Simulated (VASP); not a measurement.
# CdTe (Pm-3m) in VASP: further runs, part 3 of 3

VASP 6.6.1. Earlier steps stand in the parts before.

## 4. Single point, HSE06

File POSCAR:

```
CdTe
1.0
    3.7610753690      0.0000000000      0.0000000000
    0.0000000000      3.7610753690      0.0000000000
    0.0000000000      0.0000000000      3.7610753690
Cd Te
1 1
Direct
    0.0000000000      0.0000000000      0.0000000000
    0.5000000000      0.5000000000      0.5000000000
```

File INCAR.step1:

```
PREC     = Accurate       # precision mode
ENCUT    = 520            # plane-wave cutoff, eV
EDIFF    = 1E-5           # SCF threshold, eV
ISMEAR   = -1             # smearing method
SIGMA    = 0.02           # smearing width, eV
LREAL    = False          # projectors in reciprocal space
LASPH    = True           # aspherical terms in the spheres
NELM     = 80             # most SCF steps
ALGO     = Normal         # electronic algorithm
ISIF     = 2              # what is computed and relaxed
LWAVE    = True           # write WAVECAR
LCHARG   = False          # write CHGCAR
NBANDS   = 16             # bands
GGA      = PE             # functional
```

File INCAR.step2:

```
PREC     = Accurate       # precision mode
ENCUT    = 520            # plane-wave cutoff, eV
EDIFF    = 1E-6           # SCF threshold, eV
ISMEAR   = -1             # smearing method
SIGMA    = 0.02           # smearing width, eV
LREAL    = False          # projectors in reciprocal space
LASPH    = True           # aspherical terms in the spheres
NELM     = 80             # most SCF steps
ALGO     = Normal         # electronic algorithm
ISIF     = 2              # what is computed and relaxed
LWAVE    = False          # write WAVECAR
LCHARG   = False          # write CHGCAR
GGA      = PE             # functional
LHFCALC  = True           # exact exchange
HFSCREEN = 0.2079         # screening, 1/A
PRECFOCK = Normal       
NBANDS   = 16             # bands
ISTART   = 1
```

File KPOINTS:

```
regular mesh
0
Gamma
  4 4 4
```

Potentials or basis: VASP PAW PBE potentials, release 64 (Cd, Te).

Launch:

```
$ cat potpaw_PBE.64/Cd/POTCAR potpaw_PBE.64/Te/POTCAR > POTCAR
$ cp INCAR.step1 INCAR
$ mpirun -np 1 vasp_std > vasp.out
$ cp INCAR.step2 INCAR
$ mpirun -np 1 vasp_std > vasp.out
```

OUTCAR:

```text
PREC = Accurate
   ENCUT = 520
   EDIFF = 1E-6
   ISMEAR = -1
   LREAL = False
   LASPH = True
   NELM = 80
   ISIF = 2
   GGA = PE
   LHFCALC = True
   HFSCREEN = 0.2079
   PRECFOCK = Normal
   ISTART = 1

 ion  position               nearest neighbor table
   1  0.000  0.000  0.000-   2 3.26   2 3.26   2 3.26   2 3.26   2 3.26   2 3.26   2 3.26   2 3.26

   2  0.500  0.500  0.500-   1 3.26   1 3.26   1 3.26   1 3.26   1 3.26   1 3.26   1 3.26   1 3.26

  LATTYP: Found a simple cubic cell.
 ALAT       =     3.7610753690

  Lattice vectors:

 A1 = (   3.7610753690,   0.0000000000,   0.0000000000)
 A2 = (   0.0000000000,   3.7610753690,   0.0000000000)
 A3 = (   0.0000000000,   0.0000000000,   3.7610753690)

Analysis of symmetry for initial positions (statically):
=====================================================================
 Subroutine PRICEL returns:
 Original cell was already a primitive cell.

 Routine SETGRP: Setting up the symmetry group for a
[... 157 lines left out ...]
  free energy    TOTEN  =        -4.63279083 eV

  energy without entropy =       -4.62740192  energy(sigma->0) =       -4.63009637

 E-fermi :   5.3979     XC(G=0):  -8.4041

 val. band max:        5.1849035551   @ k =   0.5000   0.0000   0.0000
 cond. band min:       5.4051807356   @ k =   0.5000   0.2500   0.0000
 fundamental gap:      0.2202771804
 Fermi energy:         5.3979247516

 k-point     1 :       0.0000    0.0000    0.0000
  band No.  band energies     occupation
      1      -8.6979      2.00000
      2      -5.7691      2.00000
      3      -5.7691      2.00000
      4      -5.5147      2.00000
      5      -5.5147      2.00000
      6      -5.5147      2.00000
[... 167 lines left out ...]
      3      -5.8585      2.00000
      4      -5.7540      2.00000
      5      -5.3760      2.00000
      6      -5.3760      2.00000
[... 8 lines left out ...]
     15      22.4234      0.00000
     16      22.4234      0.00000

------------------------ aborting loop because EDIFF is reached ----------------------------------------

  FORCE on cell =-STRESS in cart. coord.  units (eV):
  Direction    XX          YY          ZZ          XY          YZ          ZX
  --------------------------------------------------------------------------------------
  -------------------------------------------------------------------------------------
  Total        0.3236944      0.3236944      0.3236944      0.0000000      0.0000000      0.0000000
  in kB        9.7478689      9.7478689      9.7478689      0.0000000      0.0000000      0.0000000
  external PRESSURE =       9.7478689 kB  Pullay stress =       0.0000000 kB

 VOLUME and BASIS-vectors are now :
 -----------------------------------------------------------------------------
  energy-cutoff  :      520.00
  volume of cell :       53.20
      direct lattice vectors                 reciprocal lattice vectors
     3.761075369  0.000000000  0.000000000     0.265881404  0.000000000  0.000000000
     0.000000000  3.761075369  0.000000000     0.000000000  0.265881404  0.000000000
     0.000000000  0.000000000  3.761075369     0.000000000  0.000000000  0.265881404

 POSITION                                       TOTAL-FORCE (eV/Angst)
 -----------------------------------------------------------------------------------
      0.00000      0.00000      0.00000         0.000000      0.000000      0.000000
      1.88054      1.88054      1.88054         0.000000      0.000000      0.000000
 -----------------------------------------------------------------------------------
    total drift:                               -0.000000      0.000001      0.000000

  FREE ENERGIE OF THE ION-ELECTRON SYSTEM (eV)
  ---------------------------------------------------
  free  energy   TOTEN  =        -4.6327908255 eV

  energy  without entropy=       -4.6274019241  energy(sigma->0) =       -4.63009637
```

OUTCAR.step1:

```text
PREC = Accurate
   ENCUT = 520
   EDIFF = 1E-5
   ISMEAR = -1
   LREAL = False
[... 396 lines left out ...]
      0.00000      0.00000      0.00000         0.000000      0.000000      0.000000
      1.88054      1.88054      1.88054         0.000000      0.000000      0.000000
 -----------------------------------------------------------------------------------
    total drift:                               -0.000000      0.000000     -0.000000

  FREE ENERGIE OF THE ION-ELECTRON SYSTEM (eV)
  ---------------------------------------------------
  free  energy   TOTEN  =        -3.6200885887 eV

  energy  without entropy=       -3.6075982344  energy(sigma->0) =       -3.61384341
```

OSZICAR.step1:

```text
N       E                     dE             d eps       ncg     rms          rms(c)
DAV:   1     0.986955208091E+02    0.98696E+02   -0.85826E+03   320   0.102E+03
DAV:   2    -0.735466982709E+00   -0.99431E+02   -0.94627E+02   416   0.240E+02
DAV:   3    -0.387062080891E+01   -0.31352E+01   -0.31315E+01   400   0.432E+01
DAV:   4    -0.388979598113E+01   -0.19175E-01   -0.19175E-01   400   0.318E+00
DAV:   5    -0.389014793514E+01   -0.35195E-03   -0.35195E-03   416   0.389E-01    0.598E+00
DAV:   6    -0.362221426041E+01    0.26793E+00   -0.55534E-01   344   0.701E+00    0.446E+00
DAV:   7    -0.362128139711E+01    0.93286E-03   -0.37106E-02   352   0.173E+00    0.186E+00
DAV:   8    -0.362054180899E+01    0.73959E-03   -0.40982E-03   344   0.613E-01    0.489E-01
DAV:   9    -0.362034260158E+01    0.19921E-03   -0.14959E-03   352   0.395E-01    0.143E-01
DAV:  10    -0.362015488661E+01    0.18771E-03   -0.12906E-04   384   0.121E-01    0.106E-01
DAV:  11    -0.362016178534E+01   -0.68987E-05   -0.25425E-04   344   0.112E-01    0.822E-02
DAV:  12    -0.362009577011E+01    0.66015E-04   -0.45851E-05   336   0.535E-02    0.516E-02
DAV:  13    -0.362008858871E+01    0.71814E-05   -0.79968E-06   240   0.161E-02
   1 F= -.36200886E+01 E0= -.36138434E+01  d E =-.124904E-01
```

Run time: 4 min. Hardware: 1 thread of Intel Xeon 6975P-C (Granite Rapids), shared host; peak memory 0.28 GiB.

What came out:

```
Free energy            : -4.6328 eV
Pressure               : 1.0 GPa
Band gap on the k mesh : zero (bands 9 and 10 overlap by 1.84 eV)
```

Levels at points of the mesh, in eV from the Fermi level:
| k point | band 6 | band 7 | band 8 | band 9 | band 10 | band 11 | band 12 | band 13 |
| --- | --- | --- | --- | --- | --- | --- | --- | --- |
| (0.00, 0.00, 0.00) | -10.91 | -1.78 | -1.78 | -1.78 | -1.48 | 4.75 | 4.75 | 9.94 |
| (0.50, 0.00, 0.00) | -10.90 | -7.40 | -0.21 | -0.21 | 2.65 | 3.66 | 5.33 | 5.33 |
| (0.50, 0.50, 0.00) | -10.16 | -5.45 | -5.45 | -2.66 | 0.26 | 6.72 | 6.72 | 7.27 |
| (0.50, 0.50, 0.50) | -10.77 | -3.23 | -3.23 | -3.23 | 0.21 | 0.46 | 0.46 | 0.46 |

Caveat: the k points lie up to 0.42 Å⁻¹ apart, too coarse for converged energies and pressures of a metal; the PAW data sets were made with another functional, which shifts forces and pressure a little; spin-orbit coupling is left out, which moves the levels of the heavy elements.

## 5. Single point, PBE-based screened hybrid with 5 % exact exchange

POSCAR is that of step 4.

File INCAR.step1:

```
SYSTEM = CdTe
PREC = Accurate ; ENCUT = 520
EDIFF = 1E-5 ; ISMEAR = -1
SIGMA = 0.02 ; LREAL = .False.
LASPH = .True. ; NELM = 60
ALGO = Normal ; ISIF = 2
LWAVE = .True. ; GGA = PE
NBANDS = 16
```

File INCAR.step2:

```
SYSTEM = CdTe
PREC = Accurate ; ENCUT = 520
EDIFF = 1E-6 ; ISMEAR = -1
SIGMA = 0.02 ; LREAL = .False.
LASPH = .True. ; NELM = 60
ALGO = Normal ; ISIF = 2
LWAVE = .False. ; LCHARG = .True.
GGA = PE ; LHFCALC = .True.
AEXX = 0.05 ; HFSCREEN = 0.5
PRECFOCK = Normal ; LELF = .True.
LVHAR = .True. ; ISTART = 1
NBANDS = 16
```

File KPOINTS:

```
Automatic mesh
0
Gamma
  4 4 4
  0 0 0
```

Launch:

```
$ cat potpaw_PBE.64/Cd/POTCAR potpaw_PBE.64/Te/POTCAR > POTCAR
$ cp INCAR.step1 INCAR
$ mpirun -np 1 vasp_std > vasp.out
$ cp INCAR.step2 INCAR
$ mpirun -np 1 vasp_std > vasp.out
```

Run time: 2.4 min. Hardware: 1 thread of Intel Xeon 6975P-C (Granite Rapids), shared host; peak memory 0.28 GiB.

It converged, with:

```yaml
Free_energy: -3.7138 eV
Pressure: 1.6 GPa
Band_gap_on_the_k_mesh: zero (bands 9 and 10 overlap by 1.52 eV)
```

Levels at points of the mesh, in eV from the Fermi level:
```csv
k point,band 7,band 8,band 9,band 10,band 11,band 12
"(0.00, 0.00, 0.00)",-1.51,-1.40,-1.40,-1.40,4.52,4.52
"(0.50, 0.00, 0.00)",-6.47,-0.01,-0.01,2.48,3.13,5.00
"(0.50, 0.50, 0.00)",-4.77,-4.77,-2.46,0.31,6.21,6.21
"(0.50, 0.50, 0.50)",-2.72,-2.72,-2.72,0.01,0.48,0.48
```

Caveat: the k points lie up to 0.42 Å⁻¹ apart, too coarse for converged energies and pressures of a metal; the PAW data sets were made with another functional, which shifts forces and pressure a little; spin-orbit coupling is left out, which moves the levels of the heavy elements.

## 6. Single point, PBE-based screened hybrid with 50 % exact exchange

POSCAR is that of step 5.

File INCAR.step1:

```
PREC = Accurate
ENCUT = 520
EDIFF = 1E-5
ISMEAR = -1
SIGMA = 0.02
LREAL = False
LASPH = True
NELM = 100
ALGO = Normal
ISIF = 2
LWAVE = True
LCHARG = False
GGA = PE
NBANDS = 16
```

File INCAR.step2:

```
PREC = Accurate
ENCUT = 520
EDIFF = 1E-7
ISMEAR = -1
SIGMA = 0.02
LREAL = False
LASPH = True
NELM = 100
ALGO = Normal
ISIF = 2
LWAVE = False
LCHARG = False
GGA = PE
LHFCALC = True
AEXX = 0.5
HFSCREEN = 0.1
PRECFOCK = Normal
ISTART = 1
NBANDS = 16
```

File KPOINTS:

```
regular mesh
0
Gamma
  4 4 4
```

Potentials or basis: VASP PAW PBE potentials, release 64 (Cd, Te).

Launch:

```
$ cat potpaw_PBE.64/Cd/POTCAR potpaw_PBE.64/Te/POTCAR > POTCAR
$ cp INCAR.step1 INCAR
$ mpirun -np 1 vasp_std > vasp.out
$ cp INCAR.step2 INCAR
$ mpirun -np 1 vasp_std > vasp.out
```

Wall time 8 min (1 thread of Intel Xeon 6975P-C (Granite Rapids), shared host); peak memory 0.28 GiB.

Results (log left out):

```
Free energy            : -6.5940 eV
Pressure               : -1.2 GPa
Band gap on the k mesh : zero (bands 9 and 10 overlap by 1.67 eV)
```

Levels at points of the mesh, in eV from the Fermi level:
```
           k point  band 5  band 6  band 7  band 8  band 9  band 10  band 11  band 12  band 13  band 14
(0.00, 0.00, 0.00)  -12.88  -12.88   -2.32   -2.32   -2.32    -1.09     5.71     5.71    11.60    11.60
(0.50, 0.00, 0.00)  -12.96  -12.87   -8.46   -0.51   -0.51     3.52     5.09     6.52     6.52     6.89
(0.50, 0.50, 0.00)  -12.73  -11.82   -6.32   -6.32   -2.50     0.55     8.09     8.09     8.27     9.68
(0.50, 0.50, 0.50)  -12.73  -12.42   -3.93   -3.93   -3.93     1.16     1.16     1.16     1.34    18.78
```

Caveat: the k points lie up to 0.42 Å⁻¹ apart, too coarse for converged energies and pressures of a metal; the PAW data sets were made with another functional, which shifts forces and pressure a little; spin-orbit coupling is left out, which moves the levels of the heavy elements.

## 7. Overview

| level | k mesh | grid for exact exchange (PRECFOCK) | share of exact exchange | screening parameter | gap on the mesh (eV) | pressure (GPa) |
| --- | --- | --- | --- | --- | --- | --- |
| r2SCAN | 6 × 6 × 6 | - | - | - | none | 0.2 |
| HSE06 | 4 × 4 × 4 | Normal | 0.25 | 0.2079 1/Å | none | 1.0 |
| PBE-based screened hybrid with 5 % exact exchange | 4 × 4 × 4 | Normal | 0.05 | 0.5 1/Å | none | 1.6 |
| PBE-based screened hybrid with 50 % exact exchange | 4 × 4 × 4 | Normal | 0.5 | 0.1 1/Å | none | -1.2 |

Alike in all rows: task single point; potentials or basis VASP PAW PBE potentials, release 64 (Cd, Te); no spin polarisation; cell as given; cutoff (eV) 520; smearing fermi-dirac 0.02 eV.

Caveats: some runs use coarse meshes; the PAW data sets were made with another functional, which shifts forces and pressure a little; spin-orbit coupling is left out, which moves the levels of the heavy elements.

Total energies depend on the potentials used, so only differences within one code and one set of settings carry meaning.
